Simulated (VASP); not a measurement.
# Li (P6/mmm) in VASP: notebook, part 2 of 2

VASP 6.6.1. The steps go on from the part before.

### 4 Single point, PBEsol (18.61 Å³/atom)

This run uses another cell than the first one, of 18.61 Å³/atom.

Contents of INCAR:

```
ALGO     = Normal         # electronic algorithm
EDIFF    = 1E-6           # SCF threshold, eV
ENCUT    = 520            # plane-wave cutoff, eV
GGA      = PS             # functional
ISIF     = 2              # what is computed and relaxed
ISMEAR   = -1             # smearing method
LASPH    = T              # aspherical terms in the spheres
LCHARG   = T              # write CHGCAR
LELF     = T              # ELF
LREAL    = F              # projectors in reciprocal space
LVHAR    = T            
LWAVE    = F              # write WAVECAR
NBANDS   = 12             # bands
NELM     = 60             # most SCF steps
PREC     = Accurate       # precision mode
SIGMA    = 0.1            # smearing width, eV
```

Contents of KPOINTS:

```
k-points
0
Gamma
  8 8 12
```

Contents of POSCAR:

```
Li
1.0
    4.7936184904      0.0000000000      0.0000000000
   -2.3968092452      4.1513953888      0.0000000000
    0.0000000000      0.0000000000      2.8053814913
Li
3
Direct
    0.0000000000      1.0000000000      0.0000000000
    0.3333333333      0.6666666667      0.5000000000
    0.6666666667      0.3333333333      0.5000000000
```

Potentials or basis: VASP PAW PBE potentials, release 64 (Li_sv).

Command:

```bash
$ cat potpaw_PBE.64/Li_sv/POTCAR > POTCAR
$ mpirun -np 1 vasp_std > vasp.out
```

OUTCAR:

```text
EDIFF = 1E-6
   ENCUT = 520
   GGA = PS
   ISIF = 2
   ISMEAR = -1
   LASPH = T
   LREAL = F
   NELM = 60
   PREC = Accurate

 ion  position               nearest neighbor table
   1  0.000  0.000  0.000-
   2  0.333  0.667  0.500-
   3  0.667  0.333  0.500-

  LATTYP: Found a hexagonal cell.
 ALAT       =     4.7936184904
 C/A-ratio  =     0.5852325330

  Lattice vectors:

 A1 = (   4.7936184904,   0.0000000000,   0.0000000000)
 A2 = (  -2.3968092452,   4.1513953888,   0.0000000000)
 A3 = (   0.0000000000,   0.0000000000,   2.8053814913)

Analysis of symmetry for initial positions (statically):
=====================================================================
 Subroutine PRICEL returns:
 Original cell was already a primitive cell.

 Routine SETGRP: Setting up the symmetry group for a
 hexagonal supercell.

 Subroutine GETGRP returns: Found 24 space group operations
 (whereof 24 operations were pure point group operations)
 out of a pool of 24 trial point group operations.

The static configuration has the point symmetry D_6h.

Analysis of symmetry for dynamics (positions and initial velocities):
=====================================================================
 Subroutine PRICEL returns:
 Original cell was already a primitive cell.

 Routine SETGRP: Setting up the symmetry group for a
 hexagonal supercell.

 Subroutine GETGRP returns: Found 24 space group operations
 (whereof 24 operations were pure point group operations)
 out of a pool of 24 trial point group operations.

The dynamic configuration has the point symmetry D_6h.

 Subroutine INISYM returns: Found 24 space group operations
 (whereof 24 operations are pure point group operations),
 and found     1 'primitive' translations

----------------------------------------------------------------------------------------

                                     Primitive cell

  volume of cell :      55.8277

  direct lattice vectors                    reciprocal lattice vectors
     4.793618490  0.000000000  0.000000000     0.208610677  0.120441431  0.000000000
    -2.396809245  4.151395389  0.000000000     0.000000000  0.240882861  0.000000000
     0.000000000  0.000000000  2.805381491     0.000000000  0.000000000  0.356457759

  length of vectors
     4.793618490  4.793618490  2.805381491     0.240882861  0.240882861  0.356457759

  position of ions in fractional coordinates (direct lattice)
     0.000000000  0.000000000  0.000000000
     0.333333333  0.666666667  0.500000000
     0.666666667  0.333333333  0.500000000

  ion indices of the primitive-cell ions
   primitive index   ion index
                 1           1
                 2           2
                 3           3

----------------------------------------------------------------------------------------

 KPOINTS: k-points

Automatic generation of k-mesh.
 Grid dimensions read from file:
 generate k-points for:    8    8   12

 Generating k-lattice:

  Cartesian coordinates                     Fractional coordinates (reciprocal lattice)
     0.026076335  0.015055179  0.000000000     0.125000000 -0.000000000  0.000000000
     0.000000000  0.030110358  0.000000000     0.000000000  0.125000000  0.000000000
     0.000000000  0.000000000  0.029704813     0.000000000  0.000000000  0.083333333

  Length of vectors
     0.030110358  0.030110358  0.029704813

  Shift w.r.t. Gamma in fractional coordinates (k-lattice)
     0.000000000  0.000000000  0.000000000

 Subroutine IBZKPT returns following result:
 ===========================================

 Found     70 irreducible k-points:

 Following reciprocal coordinates:
            Coordinates               Weight
  0.000000  0.000000  0.000000      1.000000
  0.125000 -0.000000  0.000000      6.000000
  0.250000 -0.000000  0.000000      6.000000
  0.375000 -0.000000  0.000000      6.000000
  0.500000 -0.000000  0.000000      3.000000
  0.125000  0.125000  0.000000      6.000000
[... 16 lines left out ...]
  0.250000 -0.000000  0.166667     12.000000
  0.375000 -0.000000  0.166667     12.000000
 [... further k-points ...]
   k-points           NKPTS =     70   k-points in BZ     NKDIM =     70   number of bands    NBANDS=     12
   number of dos      NEDOS =    301   number of ions     NIONS =      3
   total plane-waves  NPLWV =  31104
   dimension x,y,z NGX =    36 NGY =   36 NGZ =   24
   dimension x,y,z NGXF=    72 NGYF=   72 NGZF=   48
   ions per type =               3
   NGX,Y,Z   is equivalent  to a cutoff of  12.49, 12.49, 14.22 a.u.
   NGXF,Y,Z  is equivalent  to a cutoff of  24.97, 24.97, 28.44 a.u.
 SYSTEM =  unknown system
   PREC   = accura    normal or accurate (medium, high low for compatibility)
   ISTART =      0    job   : 0-new  1-cont  2-samecut
   ICHARG =      2    charge: 1-file 2-atom 10-const
   ISPIN  =      1    spin polarized calculation?
   LNONCOLLINEAR =      F non collinear calculations
   LSORBIT =      F    spin-orbit coupling
   LASPH  =      T    aspherical Exc in radial PAW
   ENCUT  =  520.0 eV  38.22 Ry    6.18 a.u.   8.91  8.91  5.22*2*pi/ulx,y,z
   NELM   =     60;   NELMIN=  2; NELMDL= -5     # of ELM steps
   EDIFF  = 0.1E-05   stopping-criterion for ELM
   LREAL  =      F    real-space projection
   EDIFFG = 0.1E-04   stopping-criterion for IOM
   NSW    =      0    number of steps for IOM
   IBRION =     -1    ionic relax: 0-MD 1-quasi-New 2-CG
   NFREE  =      0    steps in history (QN), initial steepest desc. (CG)
   ISIF   =      2    stress and relaxation
   ISYM   =      2    0-nonsym 1-usesym 2-fastsym
   POTIM  = 0.5000    time-step for ionic-motion
   TEBEG  =    0.0;   TEEND  =   0.0 temperature during run
   PSTRESS=    0.0 pullay stress
   NELECT =       9.0000    total number of electrons
   NUPDOWN=      -1.0000    fix difference up-down
   EMIN   =  10.00;   EMAX   =-10.00  energy-range for DOS
   EFERMI =   0.00;   METHOD = LEGACY
   ISMEAR =    -1;   SIGMA  =   0.10  broadening in eV -4-tet -1-fermi 0-gaus
   EFERMI_NEDOS =   21; number of points for ismear=-14 and -15
   IALGO  =     38    algorithm
   IMIX   =      4    mixing-type and parameters
     AMIX     =   0.40;   BMIX     =  1.00
     AMIX_MAG =   1.60;   BMIX_MAG =  1.00
  volume/ion in A,a.u.               =      18.61       125.58
  Fermi-wavevector in a.u.,A,eV,Ry     =   0.890989  1.683726 10.801148  0.793862
  Thomas-Fermi vector in A             =   2.012751
   LORBIT       =      0    0 simple, 1 ext, 2 COOP (PROOUT), +10 PAW based schemes
   GGA     = PS    functional components
   LHFCALC =     F    Hartree Fock is set to
   AEXX    =    0.0000 exact exchange contribution
   IVDW    =     0    specifies the selected vdW correction
   LEPSILON=     F    determine dielectric tensor
   LRPA    =     F    only Hartree local field effects (RPA)
 non-spin polarized calculation
  energy-cutoff  :      520.00
  volume of cell :       55.83
 maximum number of plane-waves:      1520
 NGX is ok and might be reduce to    36
   NGX = 17   NGY = 17   NGZ = 11

 number of electron       9.0000041 magnetization

 Free energy of the ion-electron system (eV)
  ---------------------------------------------------
  ext. energy  EPLUGINS =         0.00000000
  ---------------------------------------------------
  free energy    TOTEN  =        -5.86416452 eV

  energy without entropy =       -5.81682105  energy(sigma->0) =       -5.84049278

 E-fermi :   0.8731     XC(G=0):  -7.2296

 val. band max:        0.8369192515   @ k =   0.3750   0.1250   0.3333
 cond. band min:       0.9089235573   @ k =   0.2500   0.2500   0.2500
 fundamental gap:      0.0720043058
 Fermi energy:         0.8730674972

 k-point     1 :       0.0000    0.0000    0.0000
  band No.  band energies     occupation
      1     -44.9604      2.00000
      2     -44.9301      2.00000
      3     -44.8310      2.00000
      4      -2.7872      2.00000
      5       3.0579      0.00000
      6       3.0579      0.00000
      7       3.1141      0.00000
      8       3.1142      0.00000
      9       7.2262      0.00000
     10       7.4431      0.00000
     11      11.6720      0.00000
     12      16.1006      0.00000
[... 331 lines left out ...]
 k-point    24 :       0.3750   -0.0000    0.1667
  band No.  band energies     occupation
      1     -44.9478      2.00000
      2     -44.9337      2.00000
      3     -44.8276      2.00000
      4      -1.5096      2.00000
      5       0.0851      1.99924
      6       1.5929      0.00150
      7       4.3911      0.00000
      8       7.9567      0.00000
      9       8.5366      0.00000
     10       9.8754      0.00000
     11      10.6695      0.00000
     12      11.9040      0.00000

 [... further k-points ...]
[... 5 lines left out ...]
  --------------------------------------------------------------------------------------
  -------------------------------------------------------------------------------------
  Total        0.4154992      0.4154992      0.4519272      0.0000000      0.0000000     -0.0000000
  in kB       11.9242563     11.9242563     12.9696885      0.0000000      0.0000000     -0.0000000
  external PRESSURE =      12.2727337 kB  Pullay stress =       0.0000000 kB

 VOLUME and BASIS-vectors are now :
 -----------------------------------------------------------------------------
  energy-cutoff  :      520.00
  volume of cell :       55.83
      direct lattice vectors                 reciprocal lattice vectors
     4.793618490  0.000000000  0.000000000     0.208610677  0.120441431  0.000000000
    -2.396809245  4.151395389  0.000000000     0.000000000  0.240882861  0.000000000
     0.000000000  0.000000000  2.805381491     0.000000000  0.000000000  0.356457759

 POSITION                                       TOTAL-FORCE (eV/Angst)
 -----------------------------------------------------------------------------------
      0.00000      0.00000      0.00000         0.000000      0.000000      0.000000
     -0.00000      2.76760      1.40269         0.000000     -0.000000      0.000000
      2.39681      1.38380      1.40269        -0.000000      0.000000     -0.000000
 -----------------------------------------------------------------------------------
    total drift:                                0.000000      0.000000     -0.000000

  FREE ENERGIE OF THE ION-ELECTRON SYSTEM (eV)
  ---------------------------------------------------
  free  energy   TOTEN  =        -5.8641645158 eV

  energy  without entropy=       -5.8168210514  energy(sigma->0) =       -5.84049278
```

Run time: 15 s. Hardware: 1 thread of Intel Xeon Platinum 8488C (Sapphire Rapids), shared host; peak memory 0.18 GiB.

What came out:

* Free energy: -5.8642 eV
* Band gap on the k mesh: zero (an odd number of electrons rules out a gap without spin polarisation)

Caveat: the cutoff is under 1.25 times the usual one of these potentials, so pressure, stress and relaxed cells hold a basis-set (Pulay) error; the PAW data sets were made with another functional, which shifts forces and pressure a little.

### 5 Single point, PBEsol (19.42 Å³/atom)

This run uses another cell than the first one, of 19.42 Å³/atom.

Contents of INCAR:

```
SYSTEM = Li
  ALGO = Normal
  EDIFF = 1E-6
  ENCUT = 520
  GGA = PS
  ISIF = 2
  ISMEAR = -1
  LASPH = .TRUE.
  LCHARG = .FALSE.
  LREAL = .FALSE.
  LWAVE = .FALSE.
  NBANDS = 12
  NELM = 100
  PREC = Accurate
  SIGMA = 0.1
```

Contents of KPOINTS:

```
k-points
0
G
  8 8 12
  0 0 0
```

Contents of POSCAR:

```
Li
1.0
    4.8621080079      0.0000000000      0.0000000000
   -2.4310540039      4.2107090508      0.0000000000
    0.0000000000      0.0000000000      2.8454637851
Li
3
Direct
    0.0000000000      1.0000000000      0.0000000000
    0.3333333333      0.6666666667      0.5000000000
    0.6666666667      0.3333333333      0.5000000000
```

Command:

```bash
$ cat potpaw_PBE.64/Li_sv/POTCAR > POTCAR
$ mpirun -np 1 vasp_std > vasp.out
```

It took 16 s on 1 thread of Intel Xeon Platinum 8488C (Sapphire Rapids), shared host; peak memory 0.18 GiB.

It converged, with:

```
Free energy            : -5.8796 eV
Band gap on the k mesh : zero (an odd number of electrons rules out a gap without spin polarisation)
```

Levels at points of the mesh, in eV from the Fermi level:
| k point | band 1 | band 2 | band 3 | band 4 | band 5 | band 6 | band 7 | band 8 | band 9 |
| --- | --- | --- | --- | --- | --- | --- | --- | --- | --- |
| (0.00, 0.00, 0.00) | -45.90 | -45.88 | -45.78 | -3.61 | 2.14 | 2.14 | 2.20 | 2.20 | 6.10 |
| (0.50, 0.00, 0.00) | -45.89 | -45.88 | -45.78 | -2.07 | -2.04 | 0.08 | 3.24 | 8.28 | 8.36 |
| (0.00, 0.00, 0.50) | -45.89 | -45.86 | -45.76 | -0.54 | 0.16 | 5.57 | 5.63 | 5.63 | 6.54 |
| (0.50, 0.00, 0.50) | -45.88 | -45.87 | -45.76 | 0.60 | 0.74 | 2.03 | 3.16 | 4.13 | 5.13 |

Caveat: the cutoff is under 1.25 times the usual one of these potentials, so pressure, stress and relaxed cells hold a basis-set (Pulay) error; the PAW data sets were made with another functional, which shifts forces and pressure a little.

### 6 Summary

| cell | k mesh | gap on the mesh (eV) |
| --- | --- | --- |
| a = 4.929, b = 4.929, c = 2.884 Å, angles 90.0, 90.0, 120.0°, 3 atoms | 7 × 7 × 10 | none |
| a = 4.723, b = 4.723, c = 2.764 Å, angles 90.0, 90.0, 120.0°, 3 atoms | 8 × 8 × 12 | none |
| a = 4.794, b = 4.794, c = 2.805 Å, angles 90.0, 90.0, 120.0°, 3 atoms | 8 × 8 × 12 | none |
| a = 4.862, b = 4.862, c = 2.845 Å, angles 90.0, 90.0, 120.0°, 3 atoms | 8 × 8 × 12 | none |

Alike in all rows: task single point; level PBEsol; potentials or basis VASP PAW PBE potentials, release 64 (Li_sv); no spin polarisation; cutoff (eV) 520; smearing fermi-dirac 0.1 eV.

Caveats: the cutoff is under 1.25 times the usual one of these potentials, so pressure, stress and relaxed cells hold a basis-set (Pulay) error; the PAW data sets were made with another functional, which shifts forces and pressure a little.

Absolute energies hang on the potentials; compare differences alone.
